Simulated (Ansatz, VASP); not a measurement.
**Two plane-wave programs on GaSb2**

```xyz
3
Lattice="5.2672 0.0000 0.0000 -2.6336 4.5615 0.0000 0.0000 0.0000 3.2871" Properties=species:S:1:pos:R:3 pbc="T T T"
Ga    0.0000    0.0000    0.0000
Sb    0.0000    3.0410    1.6436
Sb    2.6336    1.5205    1.6436
```

Change from the starting cell: species swapped into the TmSi2 type (P6/mmm, No. 191).

Alike in both runs: task relaxation of cell and atoms; functional PBE; k mesh 6 × 6 × 6; occupations gaussian, width 0.1 eV; no spin polarisation.

```csv
,VASP,Ansatz
version,VASP 6.6.1,Ansatz 0.2.0
potentials or method,"VASP PAW PBE potentials, release 64 (Ga_d, Sb), cutoff 600 eV","scalar-relativistic, plane waves, PAW"
valence electrons in the cell,23,43
```

|  | VASP | Ansatz | Ansatz less VASP |
| --- | --- | --- | --- |
| gap on the k mesh at the Fermi level, each at its own relaxed structure (eV) | none | none | - |
| relaxed volume (Å³/atom) | 26.79 | 26.82 | +0.024 |
| relaxed length of the cell vector where the two differ most in proportion (Å) | 5.373 | 5.376 | +0.0031 |

A gap of «none» marks a metal or a gap that the smearing closes. VASP's potentials hold 23 valence electrons a cell and Ansatz's 43, so a difference there can come from the potentials and not from the codes.

Neither program's run includes spin-orbit coupling.
